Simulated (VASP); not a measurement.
Write the native input for VASP 6.6.1 that does the following.

| Property | Result |
| --- | --- |
| Task | single point |
| Functional | PBE |
| Potentials or basis | VASP PAW PBE potentials, release 64 (Na_pv, H) |
| Cutoff | 520 eV |
| k mesh | 4 × 4 × 1 |
| Occupations | gaussian, width 0.1 eV |
| Spin | no spin polarisation |
| Dipole correction | yes |
| Further INCAR settings | ALGO = Normal; EDIFF = 1e-06; NBANDS = 40 |

The structure of Na4H lies in POSCAR:

```
Na4H
1.0
    7.2665057608      0.0000000000      0.0000000000
   -2.4221685869      6.8509273320      0.0000000000
    0.0000000000      0.0000000000     20.9665385532
Na H
8 2
Direct
    0.2500000000      0.2500000000      0.1907801800
    0.2500000000      0.7500000000      0.1907801800
    0.7500000000      0.2500000000      0.1907801800
    0.7500000000      0.7500000000      0.1907801800
    0.0000000000      0.0000000000      0.3322693699
    0.0000000000      0.5000000000      0.3322693699
    0.5000000000      0.0000000000      0.3322693699
    0.5000000000      0.5000000000      0.3322693699
   -0.1028692503      0.7500000000      0.3995193833
    0.1028692503      0.7500000000      0.3995193833
```

One way to write it, as run:

INCAR

```
SYSTEM = Na4H
PREC     = Accurate       ! precision mode
ENCUT    = 520            ! plane-wave cutoff, eV
EDIFF    = 1E-6           ! SCF threshold, eV
ISMEAR   = 0              ! smearing method
SIGMA    = 0.1            ! smearing width, eV
LREAL    = .FALSE.        ! projectors in reciprocal space
LASPH    = .TRUE.         ! aspherical terms in the spheres
NELM     = 80             ! most SCF steps
ALGO     = Normal         ! electronic algorithm
ISIF     = 2              ! what is computed and relaxed
LWAVE    = .FALSE.        ! write WAVECAR
LCHARG   = .TRUE.         ! write CHGCAR
LDIPOL   = .TRUE.       
IDIPOL   = 3            
DIPOL    = 0.5 0.5 0.289
GGA      = PE             ! functional
LELF     = .TRUE.         ! ELF
LVHAR    = .TRUE.       
LVACPOTAV= .TRUE.       
NBANDS   = 40             ! bands
```

KPOINTS

```
Automatic mesh
0
G
  4 4 1
  0 0 0
```

Potentials or basis: VASP PAW PBE potentials, release 64 (Na_pv, H).

Run with:

```bash
$ cat potpaw_PBE.64/Na_pv/POTCAR potpaw_PBE.64/H/POTCAR > POTCAR
$ mpirun -np 1 vasp_std > vasp.out
```

Results of the run:

* Largest force: 0.827 eV/Å
* Band gap on the k mesh: zero (bands 29 and 30 overlap by 0.72 eV)

Run time: 8.3 min on 1 thread of Intel(R) Xeon(R) Platinum 8488C (Sapphire Rapids) (shared host), peak memory 1.1 GiB.
